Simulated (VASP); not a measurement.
Runs of VASP 6.6.1 on Ge. The structure is that of space group P6_3/mmc (No. 194), or close to it. The cells are those of the table. This isn't the form of Ge at room conditions, which is diamond.

| cell | k mesh | gap on the mesh (eV) | pressure (GPa) |
| --- | --- | --- | --- |
| a = 2.992, b = 2.992, c = 9.890 Å, angles 90.0, 90.0, 120.0°, 4 atoms | 13 × 13 × 4 | none | 7.7 |
| a = 3.081, b = 3.081, c = 10.181 Å, angles 90.0, 90.0, 120.0°, 4 atoms | 13 × 13 × 4 | none | 1.9 |
| a = 3.037, b = 3.037, c = 10.037 Å, angles 90.0, 90.0, 120.0°, 4 atoms | 13 × 13 × 4 | none | (a) |
| a = 3.123, b = 3.123, c = 10.320 Å, angles 90.0, 90.0, 120.0°, 4 atoms | 13 × 13 × 4 | none | (b) |
| a = 3.123, b = 3.123, c = 10.320 Å, angles 90.0, 90.0, 120.0°, 4 atoms | 12 × 12 × 4 | none | 0.2 |

Alike in all rows: task single point; level BLYP; potentials or basis VASP PAW PBE potentials, release 64 (Ge_d); no spin polarisation; cutoff (eV) 520; smearing fermi-dirac 0.1 eV.

Problem. Fill in the values left out.

Solution. (a) 4.5; (b) -0.1.

Caveats: the PAW data sets were made with another functional, which shifts forces and pressure a little; the cell stands under pressure (at least some runs).

A k mesh can miss the band edges, and the runs leave out spin-orbit coupling on Ge.

A gap of «none» marks levels without a gap at the run's occupations.
